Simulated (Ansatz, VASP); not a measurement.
MgO: VASP beside Ansatz

```
Mg O
1.0
     2.59187    0.00000    0.00000
     0.00000    2.59187    0.00000
     0.00000    0.00000    2.61639
Mg O
1 1
Direct
  0.00000 0.00000 0.00000
  0.50000 0.50000 0.50000
```

Change from the starting cell: epitaxial_xy strain -1.2%.

Alike in both runs: task single point; functional PBE; k mesh 10 × 10 × 10; occupations fermi-dirac, width 0.02 eV; no spin polarisation.

```csv
,VASP,Ansatz
version,VASP 6.6.1,Ansatz 0.2.0
potentials or method,"VASP PAW PBE potentials, release 64 (Mg, O)","plane waves, PAW"
plane-wave cutoff (eV),520,420
valence electrons in the cell,8,16
```

|  | VASP | Ansatz | Ansatz less VASP |
| --- | --- | --- | --- |
| gap on the k mesh at the Fermi level (eV) | 2.84 | 2.86 | +0.019 |
| pressure (GPa) | 10.1 | 10.9 | +0.76 |
| traceless stress, the component that is largest in VASP (GPa) | -4.40 | -4.38 | +0.027 |

VASP's potentials hold 8 valence electrons a cell and Ansatz's 16, so a difference there can come from the potentials and not from the codes.
